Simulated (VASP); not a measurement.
Set up this calculation in VASP 6.6.1, as the native input.

* Task: single point
* Functional: LDA
* Potentials or basis: VASP PAW LDA potentials, release 64 (Ru_pv, N, Li_sv)
* Cutoff: 520 eV
* k mesh: 8 × 8 × 5
* Occupations: gaussian, width 0.05 eV
* Spin: no spin polarisation
* Hubbard terms: Ru d U = 1.0 eV
* Dipole correction: no
* Further INCAR settings: ALGO = Normal; EDIFF = 1e-06; NBANDS = 23

The structure of Li2RuN2 lies in POSCAR:

```
Li2RuN2
1.0
    3.1642327038      0.0000000000      0.0000000000
   -1.5821163519      2.7403059050      0.0000000000
    0.0000000000      0.0000000000      5.2114500038
Ru N Li
1 2 2
Direct
    0.0000000000      0.0000000000      0.0000000000
    0.3333333333      0.6666666667      0.2130110000
    0.6666666667      0.3333333333      0.7869890000
    0.3333333333      0.6666666667      0.6398200000
    0.6666666667      0.3333333333      0.3601800000
```

The input as run:

INCAR

```
SYSTEM = Li2RuN2
PREC = Accurate
ENCUT = 520
EDIFF = 1E-6
ISMEAR = 0
SIGMA = 0.05
LREAL = .False.
LASPH = .True.
NELM = 150
ALGO = Normal
ISIF = 2
LWAVE = .False.
LCHARG = .False.
LMAXMIX = 4
LDAU = .True.
LDAUTYPE = 2
LDAUL = 2 -1 -1
LDAUU = 1 0 0
LDAUJ = 0 0 0
LDAUPRINT = 1
NBANDS = 23
```

KPOINTS

```
regular mesh
0
Gamma
  8 8 5
  0 0 0
```

Potentials or basis: VASP PAW LDA potentials, release 64 (Ru_pv, N, Li_sv).

The run is started by

```console
$ cat potpaw_LDA.64/Ru_pv/POTCAR potpaw_LDA.64/N/POTCAR potpaw_LDA.64/Li_sv/POTCAR > POTCAR
$ mpirun -np 1 vasp_std > vasp.out
```

Results of the run:

```json
{
  "Largest force": "0.565 eV/Å",
  "Band gap on the k mesh": "zero (band 15 reaches 6.85 eV, above the bottom of band 16 at 6.49 eV)"
}
```

Caveat: U without spin polarisation on a metal has little footing.

Run time: 15 s on 1 thread of Intel(R) Xeon(R) 6975P-C (Granite Rapids), on a shared host, peak memory 0.16 GiB.
